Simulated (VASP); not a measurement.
# BaHF (P4/nmm) in VASP: single point with PBE

Aim: the single point of BaHF with PBE.

Program: VASP 6.6.1. These are calculated values, not measurements. Logs are shortened: lines on timing, memory, paths and dates and some standing lists are left out, and cuts for length are marked.

## 1. The cell of the first run

The structure is tetragonal, space group P4/nmm (No. 129). Conventional cell: a = 4.055 Å, b = 4.055 Å, c = 6.626 Å, α = 90.00°, β = 90.00°, γ = 90.00°. Within 3.4 Å of Ba (site symmetry 4mm) lie 4 H at 2.58 Å and 5 F at 2.63 to 2.97 Å. H (site symmetry -4m2) has 4 Ba at 2.58 Å and 4 H at 2.87 Å and 4 F at 3.13 Å within 3.4 Å. Within 3.5 Å of F (site symmetry 4mm) lie 5 Ba at 2.63 to 2.97 Å and 4 H at 3.13 Å and 4 F at 3.41 Å.

## 2. Single point, PBE

INCAR

```
SYSTEM = BaHF
ALGO = Normal
EDIFF = 1E-6
ENCUT = 520
GGA = PE
ISIF = 2
ISMEAR = 0
LASPH = .True.
LCHARG = .False.
LREAL = .False.
LWAVE = .False.
NBANDS = 27
NELM = 80
PREC = Accurate
SIGMA = 0.0145
```

KPOINTS

```
k-points
0
Gamma
  6 6 4
  0 0 0
```

POSCAR

```
BaHF
1.0
    4.0551880000      0.0000000000      0.0000000000
    0.0000000000      4.0551880000      0.0000000000
    0.0000000000      0.0000000000      6.6255590000
Ba H F
2 2 2
Direct
    0.0000000000      0.5000000000      0.2417028647
    0.5000000000      0.0000000000      0.7582971353
    0.0000000000      0.0000000000      0.0000000000
    0.5000000000      0.5000000000      0.0000000000
    0.0000000000      0.5000000000      0.6391799720
    0.5000000000      0.0000000000      0.3608200280
```

Potentials or basis: VASP PAW PBE potentials, release 64 (Ba_sv, H, F).

Started as:

```bash
cat potpaw_PBE.64/Ba_sv/POTCAR potpaw_PBE.64/H/POTCAR potpaw_PBE.64/F/POTCAR > POTCAR
mpirun -np 1 vasp_std > vasp.out
```

OUTCAR:

```text
SYSTEM = BaHF
   EDIFF = 1E-6
   ENCUT = 520
   GGA = PE
   ISIF = 2
   ISMEAR = 0
   LASPH = .True.
   LREAL = .False.
   NELM = 80
   PREC = Accurate

 ion  position               nearest neighbor table
   1  0.000  0.500  0.242-   3 2.58   4 2.58   3 2.58   4 2.58   5 2.63   6 2.97   6 2.97   6 2.97
                             6 2.97   2 4.30   2 4.30   2 4.30   2 4.30   2 4.47   2 4.47   2 4.47
   2  0.500  0.000  0.758-   3 2.58   4 2.58   4 2.58   3 2.58   6 2.63   5 2.97   5 2.97   5 2.97
                             5 2.97   1 4.30   1 4.30   1 4.30   1 4.30   1 4.47   1 4.47   1 4.47
   3  0.000  0.000  0.000-   1 2.58   2 2.58   1 2.58   2 2.58
   4  0.500  0.500  0.000-   1 2.58   2 2.58   2 2.58   1 2.58
   5  0.000  0.500  0.639-   1 2.63   2 2.97   2 2.97   2 2.97   2 2.97
   6  0.500  0.000  0.361-   2 2.63   1 2.97   1 2.97   1 2.97   1 2.97

  LATTYP: Found a simple tetragonal cell.
 ALAT       =     4.0551880000
 C/A-ratio  =     1.6338475553

  Lattice vectors:

 A1 = (   4.0551880000,   0.0000000000,   0.0000000000)
 A2 = (   0.0000000000,   4.0551880000,   0.0000000000)
 A3 = (   0.0000000000,   0.0000000000,   6.6255590000)

Analysis of symmetry for initial positions (statically):
=====================================================================
 Subroutine PRICEL returns:
 Original cell was already a primitive cell.

 Routine SETGRP: Setting up the symmetry group for a
 simple tetragonal supercell.

 Subroutine GETGRP returns: Found 16 space group operations
 (whereof  8 operations were pure point group operations)
 out of a pool of 16 trial point group operations.

The static configuration has the point symmetry D_2d.
 The point group associated with its full space group is D_4h.

Analysis of symmetry for dynamics (positions and initial velocities):
=====================================================================
 Subroutine PRICEL returns:
 Original cell was already a primitive cell.

 Routine SETGRP: Setting up the symmetry group for a
 simple tetragonal supercell.

 Subroutine GETGRP returns: Found 16 space group operations
 (whereof  8 operations were pure point group operations)
 out of a pool of 16 trial point group operations.

The dynamic configuration has the point symmetry D_2d.
 The point group associated with its full space group is D_4h.

 Subroutine INISYM returns: Found 16 space group operations
 (whereof  8 operations are pure point group operations),
[... 100 lines left out ...]
   LSORBIT =      F    spin-orbit coupling
   LASPH  =      T    aspherical Exc in radial PAW
   ENCUT  =  520.0 eV  38.22 Ry    6.18 a.u.   7.54  7.54 12.32*2*pi/ulx,y,z
   NELM   =     80;   NELMIN=  2; NELMDL= -5     # of ELM steps
   EDIFF  = 0.1E-05   stopping-criterion for ELM
   LREAL  =      F    real-space projection
   EDIFFG = 0.1E-04   stopping-criterion for IOM
   NSW    =      0    number of steps for IOM
   IBRION =     -1    ionic relax: 0-MD 1-quasi-New 2-CG
   NFREE  =      0    steps in history (QN), initial steepest desc. (CG)
   ISIF   =      2    stress and relaxation
   ISYM   =      2    0-nonsym 1-usesym 2-fastsym
   POTIM  = 0.5000    time-step for ionic-motion
   TEBEG  =    0.0;   TEEND  =   0.0 temperature during run
   PSTRESS=    0.0 pullay stress
   NELECT =      36.0000    total number of electrons
   NUPDOWN=      -1.0000    fix difference up-down
   EMIN   =  10.00;   EMAX   =-10.00  energy-range for DOS
   EFERMI =   0.00;   METHOD = LEGACY
   ISMEAR =     0;   SIGMA  =   0.01  broadening in eV -4-tet -1-fermi 0-gaus
   EFERMI_NEDOS =   21; number of points for ismear=-14 and -15
   IALGO  =     38    algorithm
   IMIX   =      4    mixing-type and parameters
     AMIX     =   0.40;   BMIX     =  1.00
     AMIX_MAG =   1.60;   BMIX_MAG =  1.00
  volume/ion in A,a.u.               =      18.16       122.54
  Fermi-wavevector in a.u.,A,eV,Ry     =   1.131777  2.138748 17.427961  1.280919
  Thomas-Fermi vector in A             =   2.268477
   LORBIT       =      0    0 simple, 1 ext, 2 COOP (PROOUT), +10 PAW based schemes
   GGA     = PE    functional components
   LHFCALC =     F    Hartree Fock is set to
   AEXX    =    0.0000 exact exchange contribution
   IVDW    =     0    specifies the selected vdW correction
   LEPSILON=     F    determine dielectric tensor
   LRPA    =     F    only Hartree local field effects (RPA)
 non-spin polarized calculation
 Gauss-broadening in eV      SIGMA  =   0.01
  energy-cutoff  :      520.00
  volume of cell :      108.95
 maximum number of plane-waves:      2961
   NGX = 15   NGY = 15   NGZ = 25

 number of electron      35.9999974 magnetization

 Free energy of the ion-electron system (eV)
  ---------------------------------------------------
  ext. energy  EPLUGINS =         0.00000000
  ---------------------------------------------------
  free energy    TOTEN  =       -26.88261932 eV

  energy without entropy =      -26.88261932  energy(sigma->0) =      -26.88261932

 E-fermi :   0.4171     XC(G=0):  -8.8125

 val. band max:        0.2892663207   @ k =   0.1667   0.1667   0.5000
 cond. band min:       3.8231315822   @ k =   0.0000   0.0000   0.5000
 fundamental gap:      3.5338652615
 Fermi energy:         0.4170706034

 k-point     1 :       0.0000    0.0000    0.0000
  band No.  band energies     occupation
      1     -25.4066      2.00000
      2     -25.2726      2.00000
      3     -21.2149      2.00000
      4     -21.2001      2.00000
      5     -10.9016      2.00000
      6     -10.4241      2.00000
[... 709 lines left out ...]
     26       8.3392      0.00000
     27       9.0472      0.00000

 [... further k-points ...]
[... 5 lines left out ...]
  --------------------------------------------------------------------------------------
  -------------------------------------------------------------------------------------
  Total       -0.1976302     -0.1976302      1.5714654      0.0000000      0.0000000     -0.0000000
  in kB       -2.9061587     -2.9061587     23.1084546      0.0000000      0.0000000     -0.0000000
  external PRESSURE =       5.7653791 kB  Pullay stress =       0.0000000 kB

 VOLUME and BASIS-vectors are now :
 -----------------------------------------------------------------------------
  energy-cutoff  :      520.00
  volume of cell :      108.95
      direct lattice vectors                 reciprocal lattice vectors
     4.055188000  0.000000000  0.000000000     0.246597692  0.000000000  0.000000000
     0.000000000  4.055188000  0.000000000     0.000000000  0.246597692  0.000000000
     0.000000000  0.000000000  6.625559000     0.000000000  0.000000000  0.150930661

 POSITION                                       TOTAL-FORCE (eV/Angst)
 -----------------------------------------------------------------------------------
      0.00000      2.02759      1.60142         0.000000     -0.000000     -0.035097
      2.02759      0.00000      5.02414         0.000000      0.000000      0.035097
      0.00000      0.00000      0.00000         0.000000      0.000000     -0.000000
      2.02759      2.02759      0.00000         0.000000     -0.000000     -0.000000
      0.00000      2.02759      4.23492         0.000000      0.000000      0.069868
      2.02759      0.00000      2.39063        -0.000000      0.000000     -0.069868
 -----------------------------------------------------------------------------------
    total drift:                                0.000000      0.000000      0.000000

  FREE ENERGIE OF THE ION-ELECTRON SYSTEM (eV)
  ---------------------------------------------------
  free  energy   TOTEN  =       -26.8826193163 eV

  energy  without entropy=      -26.8826193163  energy(sigma->0) =      -26.88261932
```

OSZICAR:

```text
N       E                     dE             d eps       ncg     rms          rms(c)
DAV:   1     0.236870069176E+03    0.23687E+03   -0.17150E+04  1620   0.119E+03
DAV:   2    -0.124695436034E+02   -0.24934E+03   -0.24107E+03  2028   0.255E+02
DAV:   3    -0.286848832573E+02   -0.16215E+02   -0.16128E+02  2068   0.719E+01
DAV:   4    -0.292953614698E+02   -0.61048E+00   -0.61024E+00  2485   0.992E+00
DAV:   5    -0.292996135307E+02   -0.42521E-02   -0.42519E-02  2067   0.885E-01    0.994E+00
DAV:   6    -0.270499868751E+02    0.22496E+01   -0.73609E+00  1771   0.152E+01    0.525E+00
DAV:   7    -0.268675243071E+02    0.18246E+00   -0.77771E-01  1978   0.455E+00    0.232E+00
DAV:   8    -0.268633264010E+02    0.41979E-02   -0.28742E-01  1777   0.233E+00    0.662E-01
DAV:   9    -0.268792518217E+02   -0.15925E-01   -0.21578E-02  2037   0.794E-01    0.220E-01
DAV:  10    -0.268822809133E+02   -0.30291E-02   -0.39583E-03  1818   0.348E-01    0.909E-02
DAV:  11    -0.268825986587E+02   -0.31775E-03   -0.63671E-04  1908   0.148E-01    0.262E-02
DAV:  12    -0.268826151396E+02   -0.16481E-04   -0.44169E-05  2110   0.355E-02    0.861E-03
DAV:  13    -0.268826189351E+02   -0.37955E-05   -0.84217E-06  1842   0.181E-02    0.278E-03
DAV:  14    -0.268826193163E+02   -0.38123E-06   -0.98326E-07  1584   0.544E-03
   1 F= -.26882619E+02 E0= -.26882619E+02  d E =-.413955E-37
```

stdout:

```text
POSCAR found type information on POSCAR BaH F
 POSCAR found :  3 types and       6 ions
 scaLAPACK will be used
 LDA part: xc-table for (Slater+PW92), standard interpolation
 POSCAR, INCAR and KPOINTS ok, starting setup
 FFT: planning ... GRIDC
 FFT: planning ... GRID_SOFT
 FFT: planning ... GRID
 WAVECAR not read
 entering main loop
```

Run time: 2 min. Hardware: 1 thread of Intel Xeon 8259CL, shared host; peak memory 0.25 GiB.

Results:

```
Free energy            : -26.8826 eV
Pressure               : 0.6 GPa
Largest force          : 0.070 eV/Å
Band gap on the k mesh : 3.53 eV (least direct gap 3.56 eV)
```

Forces in eV/Å, atoms in the order of the input:
```
Ba   0.000  0.000 -0.035
Ba   0.000  0.000  0.035
H    0.000  0.000  0.000
H    0.000  0.000  0.000
F    0.000  0.000  0.070
F    0.000  0.000 -0.070
```

Stress tensor (GPa, compression positive):
```
-0.29  0.00  0.00
 0.00 -0.29  0.00
 0.00  0.00  2.31
```

Caveat: spin-orbit coupling is left out, which moves the levels of the heavy elements. A k mesh can miss the band edges.
